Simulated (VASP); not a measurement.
A run of VASP 6.6.1 is set up as follows.

Contents of INCAR:

```
SYSTEM = BiB
PREC     = Accurate       ! precision mode
ENCUT    = 600            ! plane-wave cutoff, eV
EDIFF    = 1E-6           ! SCF threshold, eV
ISMEAR   = -1             ! smearing method
SIGMA    = 0.02           ! smearing width, eV
LREAL    = .FALSE.        ! projectors in reciprocal space
LASPH    = .TRUE.         ! aspherical terms in the spheres
NELM     = 60             ! most SCF steps
ALGO     = Normal         ! electronic algorithm
ISIF     = 3              ! what is computed and relaxed
LWAVE    = .FALSE.        ! write WAVECAR
LCHARG   = .FALSE.        ! write CHGCAR
GGA      = PE             ! functional
IBRION   = 2              ! ionic algorithm
NSW      = 80             ! ionic steps
EDIFFG   = -0.005         ! ionic threshold
```

The input KPOINTS:

```
Automatic mesh
0
G
  12 12 4
  0 0 0
```

File POSCAR:

```
BiB
1.0
    3.7856047478      0.0000000000      0.0000000000
   -1.8928023739      3.2784298803      0.0000000000
    0.0000000000      0.0000000000      6.1818925532
B Bi
2 2
Direct
    0.3333333333      0.6666666667      0.0000000000
    0.6666666667      0.3333333333      0.5000000000
    0.3333333333      0.6666666667      0.3750000000
    0.6666666667      0.3333333333      0.8750000000
```

Potentials or basis: VASP PAW PBE potentials, release 64 (B, Bi_d).

The run is started by

```console
$ cat potpaw_PBE.64/B/POTCAR potpaw_PBE.64/Bi_d/POTCAR > POTCAR
$ mpirun -np 1 vasp_std > vasp.out
```

Q: Predict the relaxed volume.

A: 20.96 Å³/atom.

Q: Estimate the relaxed cell.

A: a = 3.888 Å, b = 3.888 Å, c = 6.404 Å, α = 90.00°, β = 90.00°, γ = 120.00°.

Q: What does it give for the space group after relaxing (to 0.1 Å)?

A: P6_3mc (No. 186).

Step by step:
| step | energy change (eV) | largest force (eV/Å) | pressure (GPa) | volume (Å³) |
| --- | --- | --- | --- | --- |
| 1 | 0.0000 | 0.0416 | 8.06 | 76.72 |
| 2 | -0.1264 | 0.0582 | -3.08 | 87.94 |
| 3 | -0.1679 | 0.0361 | 0.02 | 83.87 |
| 4 | -0.1678 | 0.0375 | -0.09 | 84.02 |
| 5 | -0.1680 | 0.0017 | -0.01 | 83.89 |
| 6 | -0.1680 | 0.0014 | -0.02 | 83.89 |
| 7 | -0.1680 | 0.0015 | 0.02 | 83.85 |
